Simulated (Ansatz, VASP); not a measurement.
**Ca2SiSe6: VASP beside Ansatz**

File INCAR:

```
PREC = Accurate
ENCUT = 600
EDIFF = 1E-7
ISMEAR = 0
SIGMA = 0.1
LREAL = False
LASPH = True
NELM = 100
ALGO = Normal
ISIF = 3
LWAVE = False
LCHARG = False
GGA = PE
IBRION = 2
NSW = 100
EDIFFG = -0.01
```

KPOINTS

```
Automatic mesh
0
Gamma
  8 8 8
```

POSCAR

```
Ca2SiSe6
1.0
    0.0000000000      4.8367840900      4.8367840900
    4.8367840900      0.0000000000      4.8367840900
    4.8367840900      4.8367840900      0.0000000000
Ca Si Se
2 1 6
Direct
    0.7500000000      0.7500000000      0.7500000000
    0.2500000000      0.2500000000      0.2500000000
    0.5000000000      0.5000000000      0.5000000000
    0.2544590500      0.2544590500      0.7455409500
    0.7455409500      0.7455409500      0.2544590500
    0.7455409500      0.2544590500      0.7455409500
    0.2544590500      0.7455409500      0.2544590500
    0.7455409500      0.2544590500      0.2544590500
    0.2544590500      0.7455409500      0.7455409500
```

Input for Ansatz:

```yaml
crystal:
  lattice:
    - [0.0, 4.83678409, 4.83678409]
    - [4.83678409, 0.0, 4.83678409]
    - [4.83678409, 4.83678409, 0.0]
  atoms:
    - { symbol: Ca, position: [0.75, 0.75, 0.75] }
    - { symbol: Ca, position: [0.25, 0.25, 0.25] }
    - { symbol: Si, position: [0.5, 0.5, 0.5] }
    - { symbol: Se, position: [0.25445905, 0.25445905, 0.74554095] }
    - { symbol: Se, position: [0.74554095, 0.74554095, 0.25445905] }
    - { symbol: Se, position: [0.74554095, 0.25445905, 0.74554095] }
    - { symbol: Se, position: [0.25445905, 0.74554095, 0.25445905] }
    - { symbol: Se, position: [0.74554095, 0.25445905, 0.25445905] }
    - { symbol: Se, position: [0.25445905, 0.74554095, 0.74554095] }
basis:
  ecutwfc: 420
kpoints:
  mp_grid: { grid: [8, 8, 8] }
hamiltonian:
  xc: pbe
scf:
  occupations: { method: gaussian, width: 0.1 }
output:
  forces: true
  stress: true
  eigenvalues: true
relax:
  adjacent_minimum: "off"
  f_tol: 0.01
  max_steps: 80
  cell: { stress_tol: 0.05 }
```

Change from the starting cell: species swapped into the Cs2SbBr6 type (Fm-3m, No. 225).

Alike in both runs: task relaxation of cell and atoms; functional PBE; k mesh 8 × 8 × 8; occupations gaussian, width 0.1 eV; no spin polarisation.

|  | VASP | Ansatz |
| --- | --- | --- |
| version | VASP 6.6.1 | Ansatz 0.2.0 |
| potentials or method | VASP PAW PBE potentials, release 64 (Ca_sv, Si, Se), cutoff 600 eV | scalar-relativistic, plane waves, PAW |
| valence electrons in the cell | 60 | 120 |

|  | VASP | Ansatz | Ansatz less VASP |
| --- | --- | --- | --- |
| gap on the k mesh at the Fermi level, each at its own relaxed structure (eV) | none | none | - |
| relaxed volume (Å³/atom) | 23.95 | 23.91 | -0.042 |
| relaxed cell length with the largest relative difference (Å) | 6.730 | 6.726 | -0.0039 |

A gap of «none» marks a metal or a gap that the smearing closes. VASP's potentials hold 60 valence electrons a cell and Ansatz's 120, so a difference there can come from the potentials and not from the codes.
